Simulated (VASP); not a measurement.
Here is a VASP 6.6.1 calculation.

File INCAR:

```
  PREC = Accurate
  ENCUT = 910
  EDIFF = 1E-6
  ISMEAR = 0
  SIGMA = 0.01
  LREAL = False
  LASPH = True
  NELM = 120
  ALGO = Normal
  ISIF = 2
  LWAVE = False
  LCHARG = False
  GGA = CA
  NBANDS = 25
  GGA_COMPAT = False
```

KPOINTS

```
regular mesh
0
Gamma
  6 6 6
```

Contents of POSCAR:

```
CO2
1.0
   -1.9747300000      1.9747300000      3.0140600000
    1.9747300000     -1.9747300000      3.0140600000
    1.9747300000      1.9747300000     -3.0140600000
C O
2 4
Direct
    0.7500000000      0.2500000000      0.5000000000
    0.0000000000      0.0000000000      0.0000000000
    0.7098000000      0.1250000000      0.0848000000
    0.0402000000      0.6250000000      0.9152000000
    0.3750000000      0.2902000000      0.4152000000
    0.8750000000      0.9598000000      0.5848000000
```

Potentials or basis: VASP PAW LDA potentials, release 64 (C_h, O_h).

Run with:

```sh
$ cat potpaw_LDA.64/C_h/POTCAR potpaw_LDA.64/O_h/POTCAR > POTCAR
$ mpirun -np 1 vasp_std > vasp.out
```

Problem. What does it give for the band gap on the k mesh?

Solution. 7.44 eV, indirect (least direct gap 7.92 eV).

Problem. Estimate the largest force.

Solution. 0.472 eV/Å.

Problem. Predict the pressure.

Solution. -13.6 GPa.

Stress tensor (GPa, compression positive):
```
-13.30   0.00   0.00
  0.00 -13.30   0.00
  0.00   0.00 -14.25
```

Caveat: the cutoff is under 1.25 times the usual one of these potentials, so pressure, stress and relaxed cells hold a basis-set (Pulay) error. A k mesh can miss the band edges.
